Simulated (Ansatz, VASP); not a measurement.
# SnO2: VASP beside Ansatz

```
Sn O
1.0
     4.83026    0.00000    0.00000
     0.00000    4.83026    0.00000
     0.00000    0.00000    3.24889
Sn O
2 4
Cartesian
  0.0000 0.0000 0.0000
  2.4151 2.4151 1.6244
  1.4762 1.4762 0.0000
  0.9389 3.8914 1.6244
  3.3540 3.3540 0.0000
  3.8914 0.9389 1.6244
```

Change from the starting cell: volume scaled by 1.06.

Alike in both runs: task single point; functional LDA; k mesh 4 × 4 × 6; occupations fermi-dirac, width 0.03 eV; no spin polarisation.

```csv
,VASP,Ansatz
version,VASP 6.6.1,Ansatz 0.2.0
potentials or method,"VASP PAW LDA potentials, release 64 (Sn_d, O), cutoff 520 eV","all-electron LAPW, scalar-relativistic"
```

VASP gave:

```
pressure (GPa)                                                : -10.9
traceless stress, the component that is largest in VASP (GPa) : -1.42
rms of the force components (eV/Å)                            : 0.109
```

Problem. What did Ansatz give for the same quantities?

Solution. Pressure (GPa): -11.6; traceless stress, the component that is largest in VASP (GPa): -1.65; rms of the force components (eV/Å): 0.118.

LDA's correlation is that of Perdew and Zunger in VASP and of Perdew and Wang (1992) in Ansatz. Atom by atom the forces differ by 0.009 eV/Å (rms over components). Ansatz ran all-electron here, and VASP with PAW potentials.
